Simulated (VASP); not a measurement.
Here is a VASP 6.6.1 calculation.

File POSCAR:

```
BN
1.0
    0.0000000000      1.8048254650      1.7506807011
    1.8048254650      0.0000000000      1.7506807011
    1.8048254650      1.8048254650      0.0000000000
B N
1 1
Direct
    0.0000000000      0.0000000000      0.0000000000
    0.2500000000      0.2500000000      0.2500000000
```

File INCAR.step1:

```
  PREC = Accurate
  ENCUT = 520
  ISMEAR = 0
  SIGMA = 0.01
  LREAL = False
  LASPH = True
  NELM = 100
  NBANDS = 11
  GGA = PE
  ALGO = Normal
  EDIFF = 1E-4
  LWAVE = True
  LCHARG = False
```

INCAR.step2

```
  PREC = Accurate
  ENCUT = 520
  EDIFF = 1E-6
  ISMEAR = 0
  SIGMA = 0.01
  LREAL = False
  LASPH = True
  NELM = 100
  ALGO = Normal
  ISIF = 2
  LWAVE = False
  LCHARG = False
  METAGGA = R2SCAN
  LMIXTAU = True
  NBANDS = 11
  ISTART = 1
```

The input KPOINTS:

```
Automatic mesh
0
Gamma
  12 12 12
```

Potentials or basis: VASP PAW PBE potentials, release 64 (B, N).

Launch:

```sh
$ cat potpaw_PBE.64/B/POTCAR potpaw_PBE.64/N/POTCAR > POTCAR
$ cp INCAR.step1 INCAR
$ mpirun -np 1 vasp_std > vasp.out
$ cp INCAR.step2 INCAR
$ mpirun -np 1 vasp_std > vasp.out
```

**Question.** Estimate the pressure.

**Answer.** 13.9 GPa.

**Question.** Estimate the band gap on the k mesh.

**Answer.** 4.46 eV (least direct gap 9.36 eV).

Stress tensor (GPa, compression positive):
```
 7.41  0.00  0.00
 0.00  7.41  0.00
 0.00  0.00 26.78
```

Caveat: the cell differs from its parent crystal (uniaxial z strain -3.0%); the cell stands under pressure; the PAW data sets were made with another functional, which shifts forces and pressure a little. A k mesh can miss the band edges.
